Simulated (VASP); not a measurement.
Crystal: Ag.

```
Ag
1.0
    -1.67744    1.67744    1.67744
     1.67744   -1.67744    1.67744
     1.67744    1.67744   -1.67744
Ag
1
Direct
  0.00000 0.00000 0.00000
```

Base run:

| Property | Result |
| --- | --- |
| Program | VASP 6.6.1 |
| Functional | r2SCAN |
| Potentials or basis | VASP PAW PBE potentials, release 64 (Ag) |
| Cutoff | 520 eV |
| k mesh | 11 × 11 × 11 |
| Occupations | fermi-dirac, width 0.05 eV |
| Spin | no spin polarisation |

Its results: pressure -6.5 GPa.

**Question.** The run is repeated on the same cell with these changes: functional from r2SCAN to PBEsol. What comes out?

**Answer.** Pressure -9.9 GPa.

Caveats: the PAW data sets were made with another functional, which shifts forces and pressure a little.
